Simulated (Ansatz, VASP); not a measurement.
MnI2: VASP beside Ansatz

Contents of INCAR:

```
SYSTEM = MnI2
  PREC = Accurate
  ENCUT = 520
  EDIFF = 1E-6
  ISMEAR = 0
  SIGMA = 0.05
  LREAL = .False.
  LASPH = .True.
  NELM = 150
  ALGO = Normal
  ISIF = 2
  LWAVE = .False.
  LCHARG = .False.
  ISPIN = 2
  MAGMOM = 4.62 4.62 0.05 0.05 0.05 0.05
  LORBIT = 11
  LMAXMIX = 4
  LDAU = .True.
  LDAUTYPE = 2
  LDAUL = 2 -1
  LDAUU = 4 0
  LDAUJ = 0 0
  LDAUPRINT = 1
  GGA = CA
  NBANDS = 40
```

Contents of KPOINTS:

```
Automatic mesh
0
Gamma
  5 5 2
  0 0 0
```

Contents of POSCAR:

```
MnI2
1.0
    4.1600013200      0.0000000000      0.0000000000
   -2.0800006600      3.6026668200      0.0000000000
    0.0000000000      0.0000000000     13.6399982000
Mn I
2 4
Direct
    0.0000000000      0.0000000000      0.0000000000
    0.0000000000      0.0000000000      0.5000000000
    0.3333333333      0.6666666667      0.1250000000
    0.6666666667      0.3333333333      0.3750000000
    0.3333333333      0.6666666667      0.6250000000
    0.6666666667      0.3333333333      0.8750000000
```

Input for Ansatz:

```yaml
crystal:
  lattice:
    - [4.16000132, 0.0, 0.0]
    - [-2.08000066, 3.60266682, 0.0]
    - [0.0, 0.0, 13.6399982]
  atoms:
    - { symbol: Mn, position: [0.0, 0.0, 0.0], spin: 2.5 }
    - { symbol: I, position: [0.3333333333, 0.6666666667, 0.125] }
    - { symbol: I, position: [0.6666666667, 0.3333333333, 0.375] }
    - { symbol: Mn, position: [0.0, 0.0, 0.5], spin: 2.5 }
    - { symbol: I, position: [0.3333333333, 0.6666666667, 0.625] }
    - { symbol: I, position: [0.6666666667, 0.3333333333, 0.875] }
basis:
  ecutwfc: 420
  ecutrho_ratio: 4
kpoints:
  mp_grid: { grid: [5, 5, 2] }
hamiltonian:
  xc: lda
  hubbard:
    sites: [{ site: 0, l: d, u_eff: 4.0 }, { site: 3, l: d, u_eff: 4.0 }]
scf:
  occupations: { method: gaussian, width: 0.05 }
  lower_state_search: "off"
  max_iter: 150
output:
  forces: true
  stress: true
  eigenvalues: true
  populations: true
  hubbard: { sites: [{ site: 0, l: d }, { site: 3, l: d }] }
magnetization:
  spin_polarized: true
  initial_magnetization: 5.0
  spin_locking: { lock_magnetization: soft, n_iters: 12 }
```

Alike in both runs: task single point; functional LDA; k mesh 5 × 5 × 2; occupations gaussian, width 0.05 eV; collinear spin; Hubbard terms Mn d U = 4.0 eV.

```csv
,VASP,Ansatz
version,VASP 6.6.1,Ansatz 0.2.0
potentials or method,"VASP PAW LDA potentials, release 64 (Mn_pv, I), cutoff 520 eV","scalar-relativistic, plane waves, PAW"
valence electrons in the cell,54,98
```

Ansatz gave:

```
gap on the k mesh at the Fermi level (eV)                     : 2.51
least direct gap on the mesh (eV)                             : 2.67
pressure (GPa)                                                : -2.5
rms of the force components (eV/Å)                            : 0.206
net moment per atom (μB)                                      : 1.67
size of the moment on the site where the two differ most (μB) : 4.62
```

**Question.** Which values does VASP return?

**Answer.** gap on the k mesh at the Fermi level (eV): 2.28; least direct gap on the mesh (eV): 2.43; pressure (GPa): -2.7; rms of the force components (eV/Å): 0.213; net moment per atom (μB): 1.67; size of the moment on the site where the two differ most (μB): 4.55.

LDA's correlation is that of Perdew and Zunger in VASP and of Perdew and Wang (1992) in Ansatz. Site moments also hang on the region over which each program counts them. The programs project onto different local orbitals, so the same U acts differently, and such runs can settle in different states. VASP's potentials hold 54 valence electrons a cell and Ansatz's 98, so a difference there can come from the potentials and not from the codes. Ansatz's warnings: stress scf threshold loose.

Spin-orbit coupling is off throughout.
